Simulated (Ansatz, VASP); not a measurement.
# Be3NbAs in VASP and in Ansatz

```
CELL_PARAMETERS angstrom
4.15840 0.00000 0.00000
0.00000 4.15840 0.00000
0.00000 0.00000 4.15840
ATOMIC_POSITIONS crystal
Be 0.00000 0.50000 0.50000
Be 0.50000 0.00000 0.50000
Be 0.50000 0.50000 0.00000
Nb 0.00000 0.00000 0.00000
As 0.50000 0.50000 0.50000
```

Alike in both runs: functional PBE; k mesh 4 × 4 × 4; occupations gaussian, width 0.1 eV; no spin polarisation.

Ansatz relaxed the structure, and its values are those at the end. VASP's run is a single point on that final structure, the one shown.

|  | VASP | Ansatz |
| --- | --- | --- |
| version | VASP 6.6.1 | Ansatz 0.2.0 |
| potentials or method | VASP PAW PBE potentials, release 64 (Be, Nb_sv, As), cutoff 520 eV | scalar-relativistic, plane waves, PAW |
| valence electrons in the cell | 24 | 34 |

Ansatz gave:

| Item | Value |
| --- | --- |
| gap on the k mesh at the Fermi level (eV) | none |
| pressure (GPa) | 0.0 |

Task: Which values does VASP return?

Result: gap on the k mesh at the Fermi level (eV): none; pressure (GPa): 0.3.

A gap of «none» marks a metal or a gap that the smearing closes. VASP's potentials hold 24 valence electrons a cell and Ansatz's 34, so a difference there can come from the potentials and not from the codes.

The k mesh is coarse, so the values compare programs but aren't converged.
